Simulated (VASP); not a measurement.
# ScZn (Pm-3m) in VASP: single point with LDA

Aim: the single point of ScZn with LDA.

All numbers are computed with VASP 6.6.1; they aren't measurements. Logs are shortened: lines on timing, memory, paths and dates and some standing lists are left out, and cuts for length are marked.

### Step 1. The cell of the first run

It takes space group Pm-3m (No. 221, cubic). The conventional cell has a = 3.350 Å, b = 3.350 Å, c = 3.350 Å, α = 90.00°, β = 90.00°, γ = 90.00°. Sc (site symmetry m-3m) has 8 Zn at 2.90 Å and 6 Sc at 3.35 Å within 3.8 Å. Within 3.8 Å of Zn (site symmetry m-3m) lie 8 Sc at 2.90 Å and 6 Zn at 3.35 Å.

### Step 2. Single point, LDA

File INCAR:

```
PREC = Accurate
ENCUT = 500
EDIFF = 1E-6
ISMEAR = 0
SIGMA = 0.1
LREAL = False
LASPH = True
NELM = 120
ALGO = Normal
ISIF = 2
LWAVE = False
LCHARG = False
NBANDS = 18
GGA_COMPAT = False
```

File KPOINTS:

```
Automatic mesh
0
Gamma
  6 6 6
```

File POSCAR:

```
ScZn
1.0
    3.3500000000      0.0000000000      0.0000000000
    0.0000000000      3.3500000000      0.0000000000
    0.0000000000      0.0000000000      3.3500000000
Sc Zn
1 1
Direct
    0.0000000000      0.0000000000      0.0000000000
    0.5000000000      0.5000000000      0.5000000000
```

Potentials or basis: VASP PAW LDA potentials, release 64 (Sc_sv, Zn).

Launch:

```
> cat potpaw_LDA.64/Sc_sv/POTCAR potpaw_LDA.64/Zn/POTCAR > POTCAR
> mpirun -np 1 vasp_std > vasp.out
```

OUTCAR:

```text
PREC = Accurate
   ENCUT = 500
   EDIFF = 1E-6
   ISMEAR = 0
   LREAL = False
   LASPH = True
   NELM = 120
   ISIF = 2

 ion  position               nearest neighbor table
   1  0.000  0.000  0.000-   2 2.90   2 2.90   2 2.90   2 2.90   2 2.90   2 2.90   2 2.90   2 2.90

   2  0.500  0.500  0.500-   1 2.90   1 2.90   1 2.90   1 2.90   1 2.90   1 2.90   1 2.90   1 2.90

  LATTYP: Found a simple cubic cell.
 ALAT       =     3.3500000000

  Lattice vectors:

 A1 = (   3.3500000000,   0.0000000000,   0.0000000000)
 A2 = (   0.0000000000,   3.3500000000,   0.0000000000)
 A3 = (   0.0000000000,   0.0000000000,   3.3500000000)

Analysis of symmetry for initial positions (statically):
=====================================================================
 Subroutine PRICEL returns:
 Original cell was already a primitive cell.

 Routine SETGRP: Setting up the symmetry group for a
 simple cubic supercell.

 Subroutine GETGRP returns: Found 48 space group operations
 (whereof 48 operations were pure point group operations)
 out of a pool of 48 trial point group operations.

The static configuration has the point symmetry O_h .

Analysis of symmetry for dynamics (positions and initial velocities):
=====================================================================
 Subroutine PRICEL returns:
 Original cell was already a primitive cell.

 Routine SETGRP: Setting up the symmetry group for a
 simple cubic supercell.

 Subroutine GETGRP returns: Found 48 space group operations
 (whereof 48 operations were pure point group operations)
 out of a pool of 48 trial point group operations.

The dynamic configuration has the point symmetry O_h .

 Subroutine INISYM returns: Found 48 space group operations
 (whereof 48 operations are pure point group operations),
 and found     1 'primitive' translations

----------------------------------------------------------------------------------------

                                     Primitive cell

  volume of cell :      37.5954

  direct lattice vectors                    reciprocal lattice vectors
     3.350000000  0.000000000  0.000000000     0.298507463  0.000000000  0.000000000
     0.000000000  3.350000000  0.000000000     0.000000000  0.298507463  0.000000000
     0.000000000  0.000000000  3.350000000     0.000000000  0.000000000  0.298507463

  length of vectors
     3.350000000  3.350000000  3.350000000     0.298507463  0.298507463  0.298507463

  position of ions in fractional coordinates (direct lattice)
     0.000000000  0.000000000  0.000000000
[... 72 lines left out ...]
   NELM   =    120;   NELMIN=  2; NELMDL= -5     # of ELM steps
   EDIFF  = 0.1E-05   stopping-criterion for ELM
   LREAL  =      F    real-space projection
   EDIFFG = 0.1E-04   stopping-criterion for IOM
   NSW    =      0    number of steps for IOM
   IBRION =     -1    ionic relax: 0-MD 1-quasi-New 2-CG
   NFREE  =      0    steps in history (QN), initial steepest desc. (CG)
   ISIF   =      2    stress and relaxation
   ISYM   =      2    0-nonsym 1-usesym 2-fastsym
   POTIM  = 0.5000    time-step for ionic-motion
   TEBEG  =    0.0;   TEEND  =   0.0 temperature during run
   PSTRESS=    0.0 pullay stress
   NELECT =      23.0000    total number of electrons
   NUPDOWN=      -1.0000    fix difference up-down
   EMIN   =  10.00;   EMAX   =-10.00  energy-range for DOS
   EFERMI =   0.00;   METHOD = LEGACY
   ISMEAR =     0;   SIGMA  =   0.10  broadening in eV -4-tet -1-fermi 0-gaus
   EFERMI_NEDOS =   21; number of points for ismear=-14 and -15
   IALGO  =     38    algorithm
   IMIX   =      4    mixing-type and parameters
     AMIX     =   0.40;   BMIX     =  1.00
     AMIX_MAG =   1.60;   BMIX_MAG =  1.00
  volume/ion in A,a.u.               =      18.80       126.85
  Fermi-wavevector in a.u.,A,eV,Ry     =   1.389758  2.626263 26.278678  1.931428
  Thomas-Fermi vector in A             =   2.513758
   LORBIT       =      0    0 simple, 1 ext, 2 COOP (PROOUT), +10 PAW based schemes
   GGA     = CA    functional components
   LHFCALC =     F    Hartree Fock is set to
   AEXX    =    0.0000 exact exchange contribution
   IVDW    =     0    specifies the selected vdW correction
   LEPSILON=     F    determine dielectric tensor
   LRPA    =     F    only Hartree local field effects (RPA)
 non-spin polarized calculation
 Gauss-broadening in eV      SIGMA  =   0.10
  energy-cutoff  :      500.00
  volume of cell :       37.60
 maximum number of plane-waves:       976
   NGX = 13   NGY = 13   NGZ = 13

 number of electron      22.9999980 magnetization

 Free energy of the ion-electron system (eV)
  ---------------------------------------------------
  ext. energy  EPLUGINS =         0.00000000
  ---------------------------------------------------
  free energy    TOTEN  =        -9.35771103 eV

  energy without entropy =       -9.34480569  energy(sigma->0) =       -9.35125836

 E-fermi :   3.4470     XC(G=0): -11.1009

 val. band max:        3.4419143739   @ k =   0.5000   0.3333   0.0000
 cond. band min:       3.4561521647   @ k =   0.1667   0.1667   0.1667
 fundamental gap:      0.0142377908
 Fermi energy:         3.4470332835

 k-point     1 :       0.0000    0.0000    0.0000
  band No.  band energies     occupation
      1     -45.6446      2.00000
      2     -24.5314      2.00000
      3     -24.5314      2.00000
      4     -24.5314      2.00000
      5      -4.1587      2.00000
      6      -3.8064      2.00000
[... 397 lines left out ...]
      5      -3.7214      2.00000
      6      -3.7214      2.00000
[... 10 lines left out ...]
     17       8.4688      0.00000
     18       8.4688      0.00000

------------------------ aborting loop because EDIFF is reached ----------------------------------------

  FORCE on cell =-STRESS in cart. coord.  units (eV):
  Direction    XX          YY          ZZ          XY          YZ          ZX
  --------------------------------------------------------------------------------------
  -------------------------------------------------------------------------------------
  Total       -1.4943272     -1.4943272     -1.4943272     -0.0000000     -0.0000000      0.0000000
  in kB      -63.6827584    -63.6827584    -63.6827584     -0.0000000     -0.0000000      0.0000000
  external PRESSURE =     -63.6827584 kB  Pullay stress =       0.0000000 kB

 VOLUME and BASIS-vectors are now :
 -----------------------------------------------------------------------------
  energy-cutoff  :      500.00
  volume of cell :       37.60
      direct lattice vectors                 reciprocal lattice vectors
     3.350000000  0.000000000  0.000000000     0.298507463  0.000000000  0.000000000
     0.000000000  3.350000000  0.000000000     0.000000000  0.298507463  0.000000000
     0.000000000  0.000000000  3.350000000     0.000000000  0.000000000  0.298507463

 POSITION                                       TOTAL-FORCE (eV/Angst)
 -----------------------------------------------------------------------------------
      0.00000      0.00000      0.00000         0.000000      0.000000      0.000000
      1.67500      1.67500      1.67500         0.000000      0.000000      0.000000
 -----------------------------------------------------------------------------------
    total drift:                                0.000000      0.000000     -0.000000

  FREE ENERGIE OF THE ION-ELECTRON SYSTEM (eV)
  ---------------------------------------------------
  free  energy   TOTEN  =        -9.3577110300 eV

  energy  without entropy=       -9.3448056931  energy(sigma->0) =       -9.35125836
```

OSZICAR:

```text
N       E                     dE             d eps       ncg     rms          rms(c)
DAV:   1     0.151212305077E+03    0.15121E+03   -0.10677E+04   728   0.154E+03
DAV:   2    -0.416224380227E+01   -0.15537E+03   -0.15320E+03   720   0.393E+02
DAV:   3    -0.104784852261E+02   -0.63162E+01   -0.61708E+01  1040   0.974E+01
DAV:   4    -0.105434113082E+02   -0.64926E-01   -0.64772E-01   984   0.852E+00
DAV:   5    -0.105449218270E+02   -0.15105E-02   -0.15104E-02   990   0.109E+00    0.675E+00
DAV:   6    -0.944594456098E+01    0.10990E+01   -0.29030E+00   952   0.214E+01    0.207E+00
DAV:   7    -0.937237235026E+01    0.73572E-01   -0.30476E-01   986   0.471E+00    0.882E-01
DAV:   8    -0.936194992812E+01    0.10422E-01   -0.39443E-02   932   0.260E+00    0.518E-01
DAV:   9    -0.935779353070E+01    0.41564E-02   -0.63222E-03   990   0.923E-01    0.813E-02
DAV:  10    -0.935774352067E+01    0.50010E-04   -0.10923E-03   946   0.340E-01    0.370E-02
DAV:  11    -0.935771160453E+01    0.31916E-04   -0.22047E-04   946   0.139E-01    0.693E-03
DAV:  12    -0.935771103001E+01    0.57452E-06   -0.31916E-06   782   0.177E-02
   1 F= -.93577110E+01 E0= -.93512584E+01  d E =-.129053E-01
```

Run time: 6.9 s. Hardware: 1 thread of AMD EPYC 7R43 (Zen 3), shared host; peak memory 0.1 GiB.

Results:

- Free energy: -9.3577 eV
- Pressure: -6.4 GPa
- Band gap on the k mesh: zero (an odd number of electrons rules out a gap without spin polarisation)

Levels at points of the mesh, in eV from the Fermi level:
| k point | band 9 | band 10 | band 11 | band 12 | band 13 | band 14 | band 15 | band 16 |
| --- | --- | --- | --- | --- | --- | --- | --- | --- |
| (0.00, 0.00, 0.00) | -6.97 | -6.97 | 0.04 | 0.04 | 2.83 | 2.83 | 2.83 | 5.37 |
| (0.50, 0.00, 0.00) | -6.94 | -4.43 | -3.59 | 0.32 | 1.15 | 1.15 | 2.86 | 3.80 |
| (0.50, 0.50, 0.00) | -6.80 | -3.60 | -0.55 | -0.55 | 0.20 | 2.04 | 2.04 | 3.54 |
| (0.50, 0.50, 0.50) | -6.79 | -1.68 | -1.68 | -1.68 | 0.64 | 3.61 | 3.61 | 5.02 |

Caveat: the cell stands under tension.
